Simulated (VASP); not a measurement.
# Ba (Im-3m) in VASP: further runs, part 2 of 2

VASP 6.6.1. Earlier steps stand in the parts before.

### Step 5. Single point, PBE

Input file INCAR:

```
  PREC = Accurate
  ENCUT = 520
  EDIFF = 1E-7
  ISMEAR = 1
  SIGMA = 0.03
  LREAL = False
  LASPH = True
  NELM = 100
  ALGO = Normal
  ISIF = 2
  LWAVE = False
  LCHARG = False
  GGA = PE
  NBANDS = 11
```

Input file KPOINTS:

```
Automatic mesh
0
Gamma
  9 9 9
```

Input file POSCAR:

```
Ba
1.0
   -2.5124914082      2.5124914082      2.5124914082
    2.5124914082     -2.5124914082      2.5124914082
    2.5124914082      2.5124914082     -2.5124914082
Ba
1
Direct
    0.0000000000      0.0000000000      0.0000000000
```

Potentials or basis: VASP PAW PBE potentials, release 64 (Ba_sv).

Started as:

```bash
> cat potpaw_PBE.64/Ba_sv/POTCAR > POTCAR
> mpirun -np 1 vasp_std > vasp.out
```

OUTCAR:

```text
PREC = Accurate
   ENCUT = 520
   EDIFF = 1E-7
   ISMEAR = 1
   LREAL = False
   LASPH = True
   NELM = 100
   ISIF = 2
   GGA = PE

 ion  position               nearest neighbor table
   1  0.000  0.000  0.000-

  LATTYP: Found a body centered cubic cell.
 ALAT       =     5.0249828164

  Lattice vectors:

 A1 = (  -2.5124914082,   2.5124914082,   2.5124914082)
 A2 = (   2.5124914082,  -2.5124914082,   2.5124914082)
[... 514 lines left out ...]
     10       7.0155      0.00000
     11       7.3984      0.00000

 [... further k-points ...]

------------------------ aborting loop because EDIFF is reached ----------------------------------------

  FORCE on cell =-STRESS in cart. coord.  units (eV):
  Direction    XX          YY          ZZ          XY          YZ          ZX
  --------------------------------------------------------------------------------------
  -------------------------------------------------------------------------------------
  Total        0.0231831      0.0231831      0.0231831      0.0000000      0.0000000     -0.0000000
  in kB        0.5854757      0.5854757      0.5854757      0.0000000      0.0000000     -0.0000000
  external PRESSURE =       0.5854757 kB  Pullay stress =       0.0000000 kB

 VOLUME and BASIS-vectors are now :
 -----------------------------------------------------------------------------
  energy-cutoff  :      520.00
  volume of cell :       63.44
      direct lattice vectors                 reciprocal lattice vectors
    -2.512491408  2.512491408  2.512491408     0.000000000  0.199005656  0.199005656
     2.512491408 -2.512491408  2.512491408     0.199005656  0.000000000  0.199005656
     2.512491408  2.512491408 -2.512491408     0.199005656  0.199005656  0.000000000

 POSITION                                       TOTAL-FORCE (eV/Angst)
 -----------------------------------------------------------------------------------
      0.00000      0.00000      0.00000         0.000000      0.000000     -0.000000
 -----------------------------------------------------------------------------------
    total drift:                                0.000000      0.000000     -0.000000

  FREE ENERGIE OF THE ION-ELECTRON SYSTEM (eV)
  ---------------------------------------------------
  free  energy   TOTEN  =        -1.9053221920 eV

  energy  without entropy=       -1.9046982515  energy(sigma->0) =       -1.90511421
```

stdout:

```text
POSCAR found type information on POSCAR Ba
 POSCAR found :  1 types and       1 ions
 scaLAPACK will be used
 LDA part: xc-table for (Slater+PW92), standard interpolation
 POSCAR, INCAR and KPOINTS ok, starting setup
 FFT: planning ... GRIDC
 FFT: planning ... GRID_SOFT
 FFT: planning ... GRID
 WAVECAR not read
 entering main loop
```

Run time: 29 s. Hardware: 1 thread of AMD EPYC 7R13, shared host; peak memory 0.15 GiB.

What came out:

* Free energy: -1.9053 eV
* Pressure: 0.1 GPa
* Band gap on the k mesh: zero (bands 5 and 6 overlap by 0.91 eV)

Levels at points of the mesh, in eV from the Fermi level:
```tsv
k point	band 1	band 2	band 3	band 4	band 5	band 6	band 7	band 8	band 9	band 10
(0.00, 0.00, 0.00)	-28.95	-13.90	-13.90	-13.90	-2.80	1.77	1.77	1.77	3.17	3.17
```

Caveat: spin-orbit coupling is left out, which moves the levels of the heavy elements.

### Step 6. Single point, PBE

Input file INCAR:

```
PREC = Accurate
ENCUT = 520
EDIFF = 1E-6
ISMEAR = 1
SIGMA = 0.1
LREAL = False
LASPH = True
NELM = 80
ALGO = Normal
ISIF = 2
LWAVE = False
LCHARG = True
GGA = PE
LELF = True
LVHAR = True
NBANDS = 11
```

Input file KPOINTS:

```
regular mesh
0
Gamma
  9 9 9
```

POSCAR is that of step 5.

Potentials or basis: VASP PAW PBE potentials, release 64 (Ba_sv).

Started as:

```bash
> cat potpaw_PBE.64/Ba_sv/POTCAR > POTCAR
> mpirun -np 1 vasp_std > vasp.out
```

OUTCAR:

```text
PREC = Accurate
   ENCUT = 520
   EDIFF = 1E-6
   ISMEAR = 1
   LREAL = False
   LASPH = True
   NELM = 80
   ISIF = 2
   GGA = PE

 ion  position               nearest neighbor table
   1  0.000  0.000  0.000-

  LATTYP: Found a body centered cubic cell.
 ALAT       =     5.0249828164

  Lattice vectors:

 A1 = (  -2.5124914082,   2.5124914082,   2.5124914082)
 A2 = (   2.5124914082,  -2.5124914082,   2.5124914082)
 A3 = (   2.5124914082,   2.5124914082,  -2.5124914082)

Analysis of symmetry for initial positions (statically):
=====================================================================
 Subroutine PRICEL returns:
 Original cell was already a primitive cell.

 Routine SETGRP: Setting up the symmetry group for a
 body centered cubic supercell.

 Subroutine GETGRP returns: Found 48 space group operations
 (whereof 48 operations were pure point group operations)
 out of a pool of 48 trial point group operations.

The static configuration has the point symmetry O_h .

Analysis of symmetry for dynamics (positions and initial velocities):
=====================================================================
 Subroutine PRICEL returns:
 Original cell was already a primitive cell.

 Routine SETGRP: Setting up the symmetry group for a
 body centered cubic supercell.

 Subroutine GETGRP returns: Found 48 space group operations
 (whereof 48 operations were pure point group operations)
 out of a pool of 48 trial point group operations.

The dynamic configuration has the point symmetry O_h .

 Subroutine INISYM returns: Found 48 space group operations
 (whereof 48 operations are pure point group operations),
 and found     1 'primitive' translations

----------------------------------------------------------------------------------------

                                     Primitive cell

  volume of cell :      63.4415

  direct lattice vectors                    reciprocal lattice vectors
    -2.512491408  2.512491408  2.512491408     0.000000000  0.199005656  0.199005656
     2.512491408 -2.512491408  2.512491408     0.199005656  0.000000000  0.199005656
     2.512491408  2.512491408 -2.512491408     0.199005656  0.199005656  0.000000000

  length of vectors
     4.351762773  4.351762773  4.351762773     0.281436497  0.281436497  0.281436497

  position of ions in fractional coordinates (direct lattice)
     0.000000000  0.000000000  0.000000000

  ion indices of the primitive-cell ions
   primitive index   ion index
                 1           1

----------------------------------------------------------------------------------------

 KPOINTS: regular mesh

Automatic generation of k-mesh.
 Grid dimensions read from file:
 generate k-points for:    9    9    9

 Generating k-lattice:

  Cartesian coordinates                     Fractional coordinates (reciprocal lattice)
     0.000000000  0.022111740  0.022111740     0.111111111  0.000000000  0.000000000
     0.022111740  0.000000000  0.022111740     0.000000000  0.111111111  0.000000000
     0.022111740  0.022111740  0.000000000     0.000000000  0.000000000  0.111111111

  Length of vectors
     0.031270722  0.031270722  0.031270722

  Shift w.r.t. Gamma in fractional coordinates (k-lattice)
     0.000000000  0.000000000  0.000000000

 Subroutine IBZKPT returns following result:
 ===========================================

 Found     35 irreducible k-points:

 Following reciprocal coordinates:
            Coordinates               Weight
  0.000000  0.000000  0.000000      1.000000
  0.111111  0.000000  0.000000     12.000000
  0.222222  0.000000  0.000000     12.000000
  0.333333  0.000000  0.000000     12.000000
  0.444444  0.000000  0.000000     12.000000
  0.111111  0.111111  0.000000     24.000000
[... 16 lines left out ...]
 -0.333333  0.444444  0.111111     48.000000
 -0.444444 -0.444444  0.111111     24.000000
 [... further k-points ...]
   k-points           NKPTS =     35   k-points in BZ     NKDIM =     35   number of bands    NBANDS=     11
   number of dos      NEDOS =    301   number of ions     NIONS =      1
   total plane-waves  NPLWV =  32768
   dimension x,y,z NGX =    32 NGY =   32 NGZ =   32
   dimension x,y,z NGXF=    64 NGYF=   64 NGZF=   64
   ions per type =               1
   NGX,Y,Z   is equivalent  to a cutoff of  12.22, 12.22, 12.22 a.u.
   NGXF,Y,Z  is equivalent  to a cutoff of  24.45, 24.45, 24.45 a.u.
 SYSTEM =  unknown system
   PREC   = accura    normal or accurate (medium, high low for compatibility)
   ISTART =      0    job   : 0-new  1-cont  2-samecut
   ICHARG =      2    charge: 1-file 2-atom 10-const
   ISPIN  =      1    spin polarized calculation?
   LNONCOLLINEAR =      F non collinear calculations
   LSORBIT =      F    spin-orbit coupling
   LASPH  =      T    aspherical Exc in radial PAW
   ENCUT  =  520.0 eV  38.22 Ry    6.18 a.u.   8.09  8.09  8.09*2*pi/ulx,y,z
   NELM   =     80;   NELMIN=  2; NELMDL= -5     # of ELM steps
   EDIFF  = 0.1E-05   stopping-criterion for ELM
   LREAL  =      F    real-space projection
   EDIFFG = 0.1E-04   stopping-criterion for IOM
   NSW    =      0    number of steps for IOM
   IBRION =     -1    ionic relax: 0-MD 1-quasi-New 2-CG
   NFREE  =      0    steps in history (QN), initial steepest desc. (CG)
   ISIF   =      2    stress and relaxation
   ISYM   =      2    0-nonsym 1-usesym 2-fastsym
   POTIM  = 0.5000    time-step for ionic-motion
   TEBEG  =    0.0;   TEEND  =   0.0 temperature during run
   PSTRESS=    0.0 pullay stress
   NELECT =      10.0000    total number of electrons
   NUPDOWN=      -1.0000    fix difference up-down
   EMIN   =  10.00;   EMAX   =-10.00  energy-range for DOS
   EFERMI =   0.00;   METHOD = LEGACY
   ISMEAR =     1;   SIGMA  =   0.10  broadening in eV -4-tet -1-fermi 0-gaus
   EFERMI_NEDOS =   21; number of points for ismear=-14 and -15
   IALGO  =     38    algorithm
   IMIX   =      4    mixing-type and parameters
     AMIX     =   0.40;   BMIX     =  1.00
     AMIX_MAG =   1.60;   BMIX_MAG =  1.00
  volume/ion in A,a.u.               =      63.44       428.12
  Fermi-wavevector in a.u.,A,eV,Ry     =   0.884335  1.671151 10.640419  0.782049
  Thomas-Fermi vector in A             =   2.005222
   LORBIT       =      0    0 simple, 1 ext, 2 COOP (PROOUT), +10 PAW based schemes
   GGA     = PE    functional components
   LHFCALC =     F    Hartree Fock is set to
   AEXX    =    0.0000 exact exchange contribution
   IVDW    =     0    specifies the selected vdW correction
   LEPSILON=     F    determine dielectric tensor
   LRPA    =     F    only Hartree local field effects (RPA)
 non-spin polarized calculation
 Methfessel and Paxton  Order N= 1 SIGMA  =   0.10
  energy-cutoff  :      520.00
  volume of cell :       63.44
 maximum number of plane-waves:      1730
   NGX = 17   NGY = 17   NGZ = 17

 number of electron      10.0000000 magnetization

 Free energy of the ion-electron system (eV)
  ---------------------------------------------------
  ext. energy  EPLUGINS =         0.00000000
  ---------------------------------------------------
  free energy    TOTEN  =        -1.90674437 eV

  energy without entropy =       -1.90498460  energy(sigma->0) =       -1.90615778

 E-fermi :   1.6548     XC(G=0):  -7.3870

 val. band max:        1.5195312484   @ k =  -0.4444  -0.4444   0.2222
 cond. band min:       1.6699217122   @ k =  -0.3333   0.3333   0.3333
 fundamental gap:      0.1503904638
 Fermi energy:         1.6547897862

 k-point     1 :       0.0000    0.0000    0.0000
  band No.  band energies     occupation
      1     -27.2743      2.00000
      2     -12.2276      2.00000
      3     -12.2276      2.00000
      4     -12.2276      2.00000
      5      -1.1240      2.00000
      6       3.4455     -0.00000
      7       3.4455     -0.00000
      8       3.4455     -0.00000
      9       4.8374      0.00000
     10       4.8374      0.00000
     11       8.5377      0.00000
[... 309 lines left out ...]
 k-point    24 :      -0.4444   -0.4444    0.1111
  band No.  band energies     occupation
      1     -27.2248      2.00000
      2     -12.6307      2.00000
      3     -12.4407      2.00000
      4     -12.2993      2.00000
      5       1.2660      2.00000
      6       2.2334     -0.00000
      7       2.5690     -0.00000
      8       4.0758      0.00000
      9       5.5699      0.00000
     10       7.0152      0.00000
     11       7.3984      0.00000

 [... further k-points ...]

------------------------ aborting loop because EDIFF is reached ----------------------------------------

  FORCE on cell =-STRESS in cart. coord.  units (eV):
  Direction    XX          YY          ZZ          XY          YZ          ZX
  --------------------------------------------------------------------------------------
  -------------------------------------------------------------------------------------
  Total        0.0194663      0.0194663      0.0194663      0.0000000      0.0000000      0.0000000
  in kB        0.4916091      0.4916091      0.4916091      0.0000000      0.0000000      0.0000000
  external PRESSURE =       0.4916091 kB  Pullay stress =       0.0000000 kB

 VOLUME and BASIS-vectors are now :
 -----------------------------------------------------------------------------
  energy-cutoff  :      520.00
  volume of cell :       63.44
      direct lattice vectors                 reciprocal lattice vectors
    -2.512491408  2.512491408  2.512491408     0.000000000  0.199005656  0.199005656
     2.512491408 -2.512491408  2.512491408     0.199005656  0.000000000  0.199005656
     2.512491408  2.512491408 -2.512491408     0.199005656  0.199005656  0.000000000

 POSITION                                       TOTAL-FORCE (eV/Angst)
 -----------------------------------------------------------------------------------
      0.00000      0.00000      0.00000         0.000000      0.000000     -0.000000
 -----------------------------------------------------------------------------------
    total drift:                                0.000000      0.000000     -0.000000

  FREE ENERGIE OF THE ION-ELECTRON SYSTEM (eV)
  ---------------------------------------------------
  free  energy   TOTEN  =        -1.9067443658 eV

  energy  without entropy=       -1.9049846029  energy(sigma->0) =       -1.90615778
```

OSZICAR:

```text
N       E                     dE             d eps       ncg     rms          rms(c)
DAV:   1     0.538591764426E+02    0.53859E+02   -0.43186E+03   770   0.756E+02
DAV:   2     0.910291242481E+00   -0.52949E+02   -0.51565E+02   918   0.135E+02
DAV:   3    -0.181458849294E+01   -0.27249E+01   -0.27118E+01   971   0.322E+01
DAV:   4    -0.190432279723E+01   -0.89734E-01   -0.89589E-01  1043   0.511E+00
DAV:   5    -0.190620593938E+01   -0.18831E-02   -0.18831E-02  1039   0.589E-01    0.160E+00
DAV:   6    -0.190597827202E+01    0.22767E-03   -0.28477E-03   936   0.519E-01    0.956E-01
DAV:   7    -0.190654447273E+01   -0.56620E-03   -0.65532E-03   893   0.858E-01    0.438E-02
DAV:   8    -0.190673539448E+01   -0.19092E-03   -0.34054E-04  1160   0.107E-01    0.268E-02
DAV:   9    -0.190674272529E+01   -0.73308E-05   -0.67286E-06   943   0.230E-02    0.694E-03
DAV:  10    -0.190674443863E+01   -0.17133E-05   -0.48231E-06   917   0.141E-02    0.149E-03
DAV:  11    -0.190674436585E+01    0.72775E-07   -0.54909E-07   514   0.642E-03
   1 F= -.19067444E+01 E0= -.19061578E+01  d E =-.175976E-02
```

It took 28 s on 1 thread of AMD EPYC 7R13, shared host; peak memory 0.15 GiB.

What came out:

- Free energy: -1.9067 eV
- Pressure: 0.0 GPa
- Band gap on the k mesh: zero (bands 5 and 6 overlap by 0.91 eV)

Levels at points of the mesh, in eV from the Fermi level:
```csv
k point,band 3,band 4,band 5,band 6,band 7,band 8
"(0.00, 0.00, 0.00)",-13.88,-13.88,-2.78,1.79,1.79,1.79
```

Caveat: spin-orbit coupling is left out, which moves the levels of the heavy elements.

### Step 7. The runs side by side

| smearing | gap on the mesh (eV) | pressure (GPa) |
| --- | --- | --- |
| methfessel-paxton 0.6 eV | none | 0.0 |
| methfessel-paxton 1 eV | none | 0.1 |
| methfessel-paxton 0.01 eV | none | 0.1 |
| methfessel-paxton 0.03 eV | none | 0.1 |
| methfessel-paxton 0.1 eV | none | 0.0 |

Alike in all rows: task single point; level PBE; potentials or basis VASP PAW PBE potentials, release 64 (Ba_sv); no spin polarisation; cell as given; k mesh 9 × 9 × 9; cutoff (eV) 520.

Caveats: spin-orbit coupling is left out, which moves the levels of the heavy elements; so wide a smearing shifts energies and pressures (at least some runs).

Total energies depend on the potentials used, so only differences within one code and one set of settings carry meaning.

The gap in the log of VASP goes by the Fermi energy; the results here count the filled bands.